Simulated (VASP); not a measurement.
Input of a VASP 6.6.1 run:

Contents of INCAR:

```
SYSTEM = Na
PREC     = Accurate       ! precision mode
ENCUT    = 500            ! plane-wave cutoff, eV
EDIFF    = 1E-6           ! SCF threshold, eV
ISMEAR   = 1              ! smearing method
SIGMA    = 0.1            ! smearing width, eV
LREAL    = .FALSE.        ! projectors in reciprocal space
LASPH    = .TRUE.         ! aspherical terms in the spheres
NELM     = 120            ! most SCF steps
ALGO     = Normal         ! electronic algorithm
ISIF     = 2              ! what is computed and relaxed
LWAVE    = .FALSE.        ! write WAVECAR
LCHARG   = .FALSE.        ! write CHGCAR
GGA      = PS             ! functional
NBANDS   = 10             ! bands
GGA_COMPAT= .FALSE.
```

File KPOINTS:

```
Automatic mesh
0
G
  13 13 13
  0 0 0
```

POSCAR

```
Na
1.0
    0.0000000000      2.0846342681      2.0846342681
    2.0846342681      0.0000000000      2.0846342681
    2.0846342681      2.0846342681      0.0000000000
Na
1
Direct
    0.0000000000      0.0000000000      0.0000000000
```

Potentials or basis: VASP PAW PBE potentials, release 64 (Na_pv).

Command:

```console
$ cat potpaw_PBE.64/Na_pv/POTCAR > POTCAR
$ mpirun -np 1 vasp_std > vasp.out
```

What does it give for the band gap on the k mesh?

Zero (an odd number of electrons rules out a gap without spin polarisation).

Predict the pressure.

19.9 GPa.

Caveat: the cell stands under pressure; the PAW data sets were made with another functional, which shifts forces and pressure a little.
